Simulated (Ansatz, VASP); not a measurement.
Ti: VASP beside Ansatz

```
Ti
1.0
     2.95000    0.01475    0.01475
    -1.46223    2.54740    0.00540
     0.02343    0.02343    4.68600
Ti
2
Direct
  0.33333 0.66667 0.25000
  0.66667 0.33333 0.75000
```

Change from the starting cell: equal xy, yz and zx shear strains of +1 %, crystal datasets.

Alike in both runs: task electric field gradients; functional PBE; k mesh 13 × 13 × 7; occupations fermi-dirac, width 0.08 eV; no spin polarisation.

|  | VASP | Ansatz |
| --- | --- | --- |
| version | VASP 6.6.1 | Ansatz 0.2.0 |
| potentials or method | VASP PAW PBE potentials, release 64 (Ti_sv), cutoff 520 eV | all-electron PAW with datasets made for the crystal, scalar-relativistic |

Ansatz gave:

- pressure (GPa): -1.6
- traceless stress, the component that is largest in VASP (GPa): -0.61
- rms of the force components (eV/Å): 0.016
- size of Vzz on the site where it differs most (V/Å²): 18.0

Task: Estimate VASP's values.

Result: Pressure (GPa): -1.8; traceless stress, the component that is largest in VASP (GPa): -0.61; rms of the force components (eV/Å): 0.015; size of Vzz on the site where it differs most (V/Å²): 16.5.

Atom by atom the forces differ by 0.000 eV/Å (rms over components). Ansatz ran all-electron here, and VASP with PAW potentials.
